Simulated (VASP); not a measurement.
Set up this calculation in VASP 6.6.1, as the native input.

```
Task                   : single point
Functional             : PBE
Potentials or basis    : VASP PAW PBE potentials, release 64 (Zn, Cd_sv_GW, O)
Cutoff                 : 700 eV
k mesh                 : 8 × 8 × 10
Occupations            : gaussian, width 0.1 eV
Spin                   : no spin polarisation
Dipole correction      : no
Further INCAR settings : ALGO = Normal; EDIFF = 1e-06; NBANDS = 39
```

The structure of Zn3CdO lies in POSCAR:

```
Zn3CdO
1.0
    2.4912203831     -4.8744772834      0.0000000000
    2.4912203831      4.8744772834      0.0000000000
    0.0000000000      0.0000000000      3.7921739402
Zn Cd O
3 1 1
Direct
    0.0000000000      0.5000000000      0.5000000000
    0.5000000000      0.0000000000      0.5000000000
    0.5000000000      0.5000000000      0.5000000000
    0.0000000000      0.0000000000      0.0000000000
    0.5000000000      0.5000000000      0.0000000000
```

The cell was generated, and may not be a known phase.

The input as run:

INCAR

```
PREC     = Accurate       # precision mode
ENCUT    = 700            # plane-wave cutoff, eV
EDIFF    = 1E-6           # SCF threshold, eV
ISMEAR   = 0              # smearing method
SIGMA    = 0.1            # smearing width, eV
LREAL    = False          # projectors in reciprocal space
LASPH    = True           # aspherical terms in the spheres
NELM     = 120            # most SCF steps
ALGO     = Normal         # electronic algorithm
ISIF     = 2              # what is computed and relaxed
LWAVE    = False          # write WAVECAR
LCHARG   = True           # write CHGCAR
GGA      = PE             # functional
LELF     = True           # ELF
LVHAR    = True         
NBANDS   = 39             # bands
GGA_COMPAT= False
```

KPOINTS

```
regular mesh
0
Gamma
  8 8 10
```

Potentials or basis: VASP PAW PBE potentials, release 64 (Zn, Cd_sv_GW, O).

The run is started by

```sh
$ cat potpaw_PBE.64/Zn/POTCAR potpaw_PBE.64/Cd_sv_GW/POTCAR potpaw_PBE.64/O/POTCAR > POTCAR
$ mpirun -np 1 vasp_std > vasp.out
```

It gave:

```json
{
 "Pressure": "0.2 GPa",
 "Band gap on the k mesh": "zero (bands 31 and 32 overlap by 1.09 eV)"
}
```

Run time: 8.6 min on 1 thread of AMD EPYC 9R45 (Zen 5) (shared host), peak memory 0.77 GiB.
